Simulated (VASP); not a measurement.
Here is a VASP 6.6.1 calculation.

The input INCAR:

```
SYSTEM = TmC
PREC = Accurate ; ENCUT = 520
EDIFF = 1E-6 ; ISMEAR = 0
SIGMA = 0.05 ; LREAL = .FALSE.
LASPH = .TRUE. ; NELM = 150
ALGO = Normal ; ISIF = 2
LWAVE = .FALSE. ; LCHARG = .TRUE.
ISPIN = 2 ; MAGMOM = 2 0
LORBIT = 11 ; LMAXMIX = 6
LDAU = .TRUE. ; LDAUTYPE = 2
LDAUL = 3 -1 ; LDAUU = 6 0
LDAUJ = 0 0 ; LDAUPRINT = 1
GGA = PE ; LELF = .TRUE.
LVHAR = .TRUE. ; NBANDS = 24
```

The input KPOINTS:

```
Automatic mesh
0
G
  5 5 5
  0 0 0
```

File POSCAR:

```
TmC
1.0
    2.9524307126      0.0000000000      0.0000000000
    0.0000000000      2.9524307126      0.0000000000
    0.0000000000      0.0000000000      2.9524307126
Tm C
1 1
Direct
    0.0000000000      0.0000000000      0.0000000000
    0.5000000000      0.5000000000      0.5000000000
```

Potentials or basis: VASP PAW PBE potentials, release 64 (Tm, C).

Launch:

```bash
$ cat potpaw_PBE.64/Tm/POTCAR potpaw_PBE.64/C/POTCAR > POTCAR
$ mpirun -np 1 vasp_std > vasp.out
```

(1) What does it give for the pressure?

(2) Estimate the band gap on the k mesh.

## Answers

(1) 18.7 GPa.

(2) zero (filled and empty bands overlap).

Caveat: the k points lie up to 0.43 Å⁻¹ apart; the magnetic or orbital state may not be the lowest; spin-orbit coupling is left out, which moves the levels of the heavy elements.
